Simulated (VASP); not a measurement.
# Ir (Cmce) in VASP: notebook

Runs on Ir. Level: PBEsol. Tasks: relaxation of cell and atoms, single point.

Program: VASP 6.6.1. These are calculated values, not measurements. Logs are shortened: lines on timing, memory, paths and dates and some standing lists are left out, and cuts for length are marked.

### Step 1. The cell of the first run

The structure is orthorhombic, space group Cmce (No. 64). Conventional cell: a = 5.127 Å, b = 3.389 Å, c = 6.912 Å, α = 90.00°, β = 90.00°, γ = 90.00°. Ir (site symmetry m) has 3 Ir at 1.91 to 2.50 Å within 2.6 Å.

### Step 2. Relaxation of cell and atoms, PBEsol

The input, INCAR:

```
SYSTEM = Ir
ALGO     = Normal         ! electronic algorithm
EDIFF    = 1E-6           ! SCF threshold, eV
EDIFFG   = -0.04          ! ionic threshold
ENCUT    = 600            ! plane-wave cutoff, eV
GGA      = PS             ! functional
IBRION   = 2              ! ionic algorithm
ISIF     = 3              ! what is computed and relaxed
ISMEAR   = 0              ! smearing method
LASPH    = .True.         ! aspherical terms in the spheres
LCHARG   = .False.        ! write CHGCAR
LREAL    = .False.        ! projectors in reciprocal space
LWAVE    = .False.        ! write WAVECAR
NELM     = 100            ! most SCF steps
NSW      = 90             ! ionic steps
PREC     = Accurate       ! precision mode
SIGMA    = 0.1            ! smearing width, eV
```

The input, KPOINTS:

```
k-points
0
Gamma
  6 6 4
  0 0 0
```

The input, POSCAR:

```
Ir
1.0
    2.5637447771     -1.6944391738      0.0000000000
    2.5637447771      1.6944391738      0.0000000000
    0.0000000000      0.0000000000      6.9120396747
Ir
4
Direct
    0.8500000000      0.1500000000      0.1170000000
    0.6500000000      0.3500000000      0.6170000000
    0.1500000000      0.8500000000      0.8830000000
    0.3500000000      0.6500000000      0.3830000000
```

Potentials or basis: VASP PAW PBE potentials, release 64 (Ir).

Launch:

```sh
cat potpaw_PBE.64/Ir/POTCAR > POTCAR
mpirun -np 1 vasp_std > vasp.out
```

OUTCAR:

```text
SYSTEM = Ir
   EDIFF = 1E-6
   EDIFFG = -0.04
   ENCUT = 600
   GGA = PS
   IBRION = 2
   ISIF = 3
   ISMEAR = 0
   LASPH = .True.
   LREAL = .False.
   NELM = 100
   NSW = 90
   PREC = Accurate

 ion  position               nearest neighbor table
   1  0.850  0.150  0.117-   3 1.91   4 2.50   4 2.50   3 2.87   3 3.11   3 3.11   4 3.15   4 3.15

   2  0.650  0.350  0.617-   4 1.91   3 2.50   3 2.50   4 2.87   4 3.11   4 3.11   3 3.15   3 3.15

   3  0.150  0.850  0.883-   1 1.91   2 2.50   2 2.50   1 2.87   1 3.11   1 3.11   2 3.15   2 3.15

   4  0.350  0.650  0.383-   2 1.91   1 2.50   1 2.50   2 2.87   2 3.11   2 3.11   1 3.15   1 3.15

  LATTYP: Found a base centered orthorhombic cell.
 ALAT       =     3.3888783476
 B/A-ratio  =     1.5130344109
 C/A-ratio  =     2.0396246090

  Lattice vectors:

 A1 = (  -2.5637447771,  -1.6944391738,   0.0000000000)
 A2 = (   2.5637447771,  -1.6944391738,   0.0000000000)
 A3 = (   0.0000000000,   0.0000000000,   6.9120396747)

Analysis of symmetry for initial positions (statically):
=====================================================================
 Subroutine PRICEL returns:
 Original cell was already a primitive cell.

 Routine SETGRP: Setting up the symmetry group for a
 base centered orthorhombic supercell.

 Subroutine GETGRP returns: Found  8 space group operations
 (whereof  4 operations were pure point group operations)
 out of a pool of  8 trial point group operations.

The static configuration has the point symmetry C_2h.
 The point group associated with its full space group is D_2h.

Analysis of symmetry for dynamics (positions and initial velocities):
=====================================================================
 Subroutine PRICEL returns:
 Original cell was already a primitive cell.

 Routine SETGRP: Setting up the symmetry group for a
 base centered orthorhombic supercell.

 Subroutine GETGRP returns: Found  8 space group operations
 (whereof  4 operations were pure point group operations)
 out of a pool of  8 trial point group operations.

The dynamic configuration has the point symmetry C_2h.
 The point group associated with its full space group is D_2h.

 Subroutine INISYM returns: Found  8 space group operations
 (whereof  4 operations are pure point group operations),
 and found     1 'primitive' translations

----------------------------------------------------------------------------------------

                                     Primitive cell

  volume of cell :      60.0533

  direct lattice vectors                    reciprocal lattice vectors
     2.563744777 -1.694439174  0.000000000     0.195027213 -0.295082885  0.000000000
     2.563744777  1.694439174  0.000000000     0.195027213  0.295082885  0.000000000
     0.000000000  0.000000000  6.912039675     0.000000000  0.000000000  0.144675095

  length of vectors
     3.073094759  3.073094759  6.912039675     0.353708246  0.353708246  0.144675095

  position of ions in fractional coordinates (direct lattice)
     0.850000000  0.150000000  0.117000000
     0.650000000  0.350000000  0.617000000
     0.150000000  0.850000000  0.883000000
     0.350000000  0.650000000  0.383000000

  ion indices of the primitive-cell ions
   primitive index   ion index
                 1           1
                 2           2
                 3           3
                 4           4

----------------------------------------------------------------------------------------

 KPOINTS: k-points

Automatic generation of k-mesh.
 Grid dimensions read from file:
 generate k-points for:    6    6    4

 Generating k-lattice:

  Cartesian coordinates                     Fractional coordinates (reciprocal lattice)
     0.032504536 -0.049180481  0.000000000     0.166666667  0.000000000  0.000000000
     0.032504536  0.049180481  0.000000000     0.000000000  0.166666667  0.000000000
     0.000000000  0.000000000  0.036168774     0.000000000  0.000000000  0.250000000

  Length of vectors
     0.058951374  0.058951374  0.036168774

  Shift w.r.t. Gamma in fractional coordinates (k-lattice)
     0.000000000  0.000000000  0.000000000

 Subroutine IBZKPT returns following result:
 ===========================================

 Found     39 irreducible k-points:

 Following reciprocal coordinates:
            Coordinates               Weight
  0.000000  0.000000  0.000000      1.000000
  0.166667 -0.000000  0.000000      4.000000
  0.333333  0.000000  0.000000      4.000000
  0.500000 -0.000000  0.000000      2.000000
  0.166667  0.166667  0.000000      2.000000
  0.333333  0.166667  0.000000      4.000000
[... 16 lines left out ...]
  0.333333  0.333333  0.250000      4.000000
  0.500000  0.333333  0.250000      8.000000
 [... further k-points ...]
   k-points           NKPTS =     39   k-points in BZ     NKDIM =     39   number of bands    NBANDS=     22
   number of dos      NEDOS =    301   number of ions     NIONS =      4
   total plane-waves  NPLWV =  43904
   dimension x,y,z NGX =    28 NGY =   28 NGZ =   56
   dimension x,y,z NGXF=    56 NGYF=   56 NGZF=  112
   ions per type =               4
   NGX,Y,Z   is equivalent  to a cutoff of  15.15, 15.15, 13.47 a.u.
   NGXF,Y,Z  is equivalent  to a cutoff of  30.29, 30.29, 26.94 a.u.
 SYSTEM =  Ir
   PREC   = accura    normal or accurate (medium, high low for compatibility)
   ISTART =      0    job   : 0-new  1-cont  2-samecut
   ICHARG =      2    charge: 1-file 2-atom 10-const
   ISPIN  =      1    spin polarized calculation?
   LNONCOLLINEAR =      F non collinear calculations
   LSORBIT =      F    spin-orbit coupling
   LASPH  =      T    aspherical Exc in radial PAW
   ENCUT  =  600.0 eV  44.10 Ry    6.64 a.u.   6.14  6.14 13.81*2*pi/ulx,y,z
   NELM   =    100;   NELMIN=  2; NELMDL= -5     # of ELM steps
   EDIFF  = 0.1E-05   stopping-criterion for ELM
   LREAL  =      F    real-space projection
   EDIFFG = -.4E-01   stopping-criterion for IOM
   NSW    =     90    number of steps for IOM
   IBRION =      2    ionic relax: 0-MD 1-quasi-New 2-CG
   NFREE  =      1    steps in history (QN), initial steepest desc. (CG)
   ISIF   =      3    stress and relaxation
   ISYM   =      2    0-nonsym 1-usesym 2-fastsym
   POTIM  = 0.5000    time-step for ionic-motion
   TEBEG  =    0.0;   TEEND  =   0.0 temperature during run
   PSTRESS=    0.0 pullay stress
   NELECT =      36.0000    total number of electrons
   NUPDOWN=      -1.0000    fix difference up-down
   EMIN   =  10.00;   EMAX   =-10.00  energy-range for DOS
   EFERMI =   0.00;   METHOD = LEGACY
   ISMEAR =     0;   SIGMA  =   0.10  broadening in eV -4-tet -1-fermi 0-gaus
   EFERMI_NEDOS =   21; number of points for ismear=-14 and -15
   IALGO  =     38    algorithm
   IMIX   =      4    mixing-type and parameters
     AMIX     =   0.40;   BMIX     =  1.00
     AMIX_MAG =   1.60;   BMIX_MAG =  1.00
  volume/ion in A,a.u.               =      15.01       101.31
  Fermi-wavevector in a.u.,A,eV,Ry     =   1.380374  2.608528 25.924969  1.905431
  Thomas-Fermi vector in A             =   2.505257
   LORBIT       =      0    0 simple, 1 ext, 2 COOP (PROOUT), +10 PAW based schemes
   GGA     = PS    functional components
   LHFCALC =     F    Hartree Fock is set to
   AEXX    =    0.0000 exact exchange contribution
   IVDW    =     0    specifies the selected vdW correction
   LEPSILON=     F    determine dielectric tensor
   LRPA    =     F    only Hartree local field effects (RPA)
 conjugate gradient relaxation of ions
 non-spin polarized calculation
 Gauss-broadening in eV      SIGMA  =   0.10
  energy-cutoff  :      600.00
  volume of cell :       60.05
 maximum number of plane-waves:      2036
 NGX is ok and might be reduce to    28
   NGX = 13   NGY = 13   NGZ = 27

--------------------------------------- Ionic step        1  -------------------------------------------

 number of electron      35.9999998 magnetization

 Free energy of the ion-electron system (eV)
  ---------------------------------------------------
  ext. energy  EPLUGINS =         0.00000000
  ---------------------------------------------------
  free energy    TOTEN  =       -27.10919712 eV

  energy without entropy =      -27.08883645  energy(sigma->0) =      -27.09901679

------------------------ aborting loop because EDIFF is reached ----------------------------------------

  FORCE on cell =-STRESS in cart. coord.  units (eV):
  Direction    XX          YY          ZZ          XY          YZ          ZX
  --------------------------------------------------------------------------------------
  -------------------------------------------------------------------------------------
  Total       -4.8120258     26.8276476     58.1596394      0.0000000      0.0000000      0.0000000
  in kB     -128.3812334    715.7414773   1551.6554723      0.0000000      0.0000000      0.0000000
  external PRESSURE =     713.0052387 kB  Pullay stress =       0.0000000 kB
[... 1923 lines left out ...]
     21      13.4198      0.00000
     22      13.5061      0.00000

 [... further k-points ...]

[... ionic steps 4 to 56 ...]

--------------------------------------- Ionic step       57  -------------------------------------------

 number of electron      35.9999998 magnetization

------------------------ aborting loop because EDIFF is reached ----------------------------------------

  FORCE on cell =-STRESS in cart. coord.  units (eV):
  Direction    XX          YY          ZZ          XY          YZ          ZX
  --------------------------------------------------------------------------------------
  -------------------------------------------------------------------------------------
  Total       -0.0693314      0.1750398      0.0720217      0.0000000      0.0000000      0.0000000
  in kB       -1.9728767      4.9808867      2.0494303      0.0000000      0.0000000      0.0000000
  external PRESSURE =       1.6858135 kB  Pullay stress =       0.0000000 kB
[... 61 lines left out ...]
  energy  without entropy=      -39.2587671779  energy(sigma->0) =      -39.26515617

--------------------------------------- Ionic step       59  -------------------------------------------

 number of electron      35.9999998 magnetization

 Free energy of the ion-electron system (eV)
  ---------------------------------------------------
  ext. energy  EPLUGINS =         0.00000000
  ---------------------------------------------------
  free energy    TOTEN  =       -39.27166373 eV

  energy without entropy =      -39.25884705  energy(sigma->0) =      -39.26525539

 E-fermi :  10.2011     XC(G=0): -14.1245

 val. band max:       10.1886642361   @ k =  -0.3333   0.3333   0.2500
 cond. band min:      10.2239547753   @ k =   0.1667  -0.0000   0.0000
 fundamental gap:      0.0352905392
 Fermi energy:        10.2010762088

 k-point     1 :       0.0000    0.0000    0.0000
  band No.  band energies     occupation
      1      -0.9200      2.00000
      2       2.1142      2.00000
      3       2.1184      2.00000
      4       2.3290      2.00000
      5       2.9218      2.00000
      6       4.4509      2.00000
[... 622 lines left out ...]
  FREE ENERGIE OF THE ION-ELECTRON SYSTEM (eV)
  ---------------------------------------------------
  free  energy   TOTEN  =       -39.2716637255 eV

  energy  without entropy=      -39.2588470549  energy(sigma->0) =      -39.26525539

 reached required accuracy - stopping structural energy minimisation
```

It took 16 min on 1 thread of Intel Xeon 6975P-C (Granite Rapids), shared host; peak memory 0.25 GiB.

Results:

```
Free energy                           : -39.2717 eV
Relaxed volume                        : 14.10 Å³/atom
Relaxed cell                          : a = 2.721 Å, b = 2.721 Å, c = 7.613 Å, α = 90.00°, β = 90.00°, γ = 89.99°
Space group after relaxing (to 0.1 Å) : Fm-3m (No. 225)
Pressure after relaxing               : -0.3 GPa
Largest force after relaxing          : 0.027 eV/Å
Band gap on the k mesh                : zero (bands 18 and 19 overlap by 2.55 eV)
```

Forces in eV/Å, atoms in the order of the input:
```
Ir   0.000  0.023 -0.014
Ir   0.000 -0.023 -0.014
Ir   0.000 -0.023  0.014
Ir   0.000  0.023  0.014
```

Stress tensor (GPa, compression positive):
```
-0.24  0.00  0.00
 0.00 -0.36  0.00
 0.00  0.00 -0.45
```

Final structure:
```
Ir
1.0
     1.92439   -1.92421    0.00000
     1.92439    1.92421    0.00000
     0.00000    0.00000    7.61324
Ir
4
Direct
  0.75057 0.24943 0.12508
  0.74943 0.25057 0.62508
  0.24943 0.75057 0.87492
  0.25057 0.74943 0.37492
```

Levels at points of the mesh, in eV from the Fermi level:
```csv
k point,band 16,band 17,band 18,band 19,band 20,band 21
"(0.00, 0.00, 0.00)",-1.85,-1.18,-1.01,-0.18,-0.17,0.99
"(0.50, 0.00, 0.00)",-1.34,-0.72,-0.72,0.97,0.97,1.05
"(0.50, 0.50, 0.00)",1.55,1.56,1.56,1.64,1.64,1.68
"(0.00, 0.00, 0.50)",-0.91,-0.90,-0.90,0.27,0.27,0.27
"(0.50, 0.00, 0.50)",-2.90,0.11,0.11,0.12,0.12,2.44
"(0.50, 0.50, 0.50)",-0.19,1.55,1.55,1.55,1.55,5.64
```

Caveat: the k points lie up to 0.38 Å⁻¹ apart in the final cell, too coarse for converged energies and pressures of a metal; the PAW data sets were made with another functional, which shifts forces and pressure a little; spin-orbit coupling is left out, which moves the levels of the heavy elements.

### Step 3. Single point, PBEsol

The input, INCAR:

```
SYSTEM = Ir
ALGO = Normal
EDIFF = 1E-6
ENCUT = 520
GGA = PS
ISIF = 2
ISMEAR = 0
LASPH = .True.
LCHARG = .True.
LELF = .True.
LREAL = .False.
LVHAR = .True.
LWAVE = .False.
NBANDS = 26
NELM = 100
PREC = Accurate
SIGMA = 0.1
```

KPOINTS is that of step 2.

POSCAR is that of step 2.

Potentials or basis: VASP PAW PBE potentials, release 64 (Ir).

Launch:

```sh
cat potpaw_PBE.64/Ir/POTCAR > POTCAR
mpirun -np 1 vasp_std > vasp.out
```

Run time: 19 s. Hardware: 1 thread of Intel Xeon 6975P-C (Granite Rapids), shared host; peak memory 0.2 GiB.

The run converged. Its results:

| Item | Value |
| --- | --- |
| Free energy | -27.1093 eV |
| Pressure | 71.2 GPa |
| Largest force | 16.686 eV/Å |
| Band gap on the k mesh | zero (bands 18 and 19 overlap by 1.54 eV) |

Forces on the atoms (eV/Å):
```
Ir    0.000   9.678  13.593
Ir    0.000  -9.678  13.593
Ir    0.000  -9.678 -13.593
Ir    0.000   9.678 -13.593
```

Stress tensor (GPa, compression positive):
```
-12.92   0.00   0.00
  0.00  71.50   0.00
  0.00   0.00 155.10
```

Levels at points of the mesh, in eV from the Fermi level:
```
           k point  band 14  band 15  band 16  band 17  band 18  band 19  band 20  band 21  band 22  band 23
(0.00, 0.00, 0.00)    -2.85    -2.75    -2.23    -1.74    -1.32    -0.83    -0.11     0.04     2.51     4.05
(0.50, 0.00, 0.00)    -2.66    -0.78    -0.78    -0.21    -0.21     0.39     0.39     0.62     0.62     1.85
(0.50, 0.50, 0.00)    -1.81    -1.51    -0.83    -0.06     0.16     1.66     2.23     2.75     2.97     3.43
(0.00, 0.00, 0.50)    -2.33    -2.09    -2.09    -0.10    -0.10     0.10     0.10     0.41     0.41     2.66
(0.50, 0.00, 0.50)    -1.94    -1.29    -1.29    -1.01    -1.01    -0.03    -0.03     0.18     0.18     1.85
(0.50, 0.50, 0.50)    -1.23    -0.44    -0.44    -0.35    -0.35     1.35     1.35     2.50     2.50     3.39
```

Caveat: the k points lie up to 0.37 Å⁻¹ apart, too coarse for converged energies and pressures of a metal; atoms lie so close that the PAW spheres overlap strongly, which falsifies energies and pressures; the PAW data sets were made with another functional, which shifts forces and pressure a little; spin-orbit coupling is left out, which moves the levels of the heavy elements.
